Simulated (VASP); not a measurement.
Here is a VASP 6.6.1 calculation.

The input INCAR:

```
  ALGO = Normal
  EDIFF = 1E-6
  ENCUT = 520
  ISIF = 2
  ISMEAR = 0
  LASPH = T
  LCHARG = F
  LREAL = F
  LWAVE = F
  NBANDS = 26
  NELM = 60
  PREC = Accurate
  SIGMA = 0.15
```

Contents of KPOINTS:

```
k-points
0
Gamma
  12 12 12
```

The input POSCAR:

```
Si
1.0
    4.6594203132      2.6901175721      1.8589531703
   -4.6594203132      2.6901175721      1.8589531703
    0.0000000000     -5.3802351441      1.8589531703
Si
8
Direct
    0.0226596480      0.7164598751      0.5240495534
    0.9765720096      0.2736364597      0.4731740252
    0.7222878747      0.7222878747      0.7222878747
    0.2736364597      0.4731740252      0.9765720096
    0.4731740252      0.9765720096      0.2736364597
    0.7164598751      0.5240495534      0.0226596480
    0.2911605545      0.2911605545      0.2911605545
    0.5240495534      0.0226596480      0.7164598751
```

Potentials or basis: VASP PAW LDA potentials, release 64 (Si).

Run with:

```sh
$ cat potpaw_LDA.64/Si/POTCAR > POTCAR
$ mpirun -np 1 vasp_std > vasp.out
```

(1) Estimate the band gap on the k mesh.

(2) Estimate the largest force.

(3) Estimate the pressure.

## Answers

(1) zero (bands 16 and 17 overlap by 0.35 eV).

(2) 0.069 eV/Å.

(3) 0.0 GPa.

Caveat: the cell differs from its parent crystal (atoms displaced along a vibrational mode); semilocal functionals underestimate gaps, and a narrow one can read as zero.
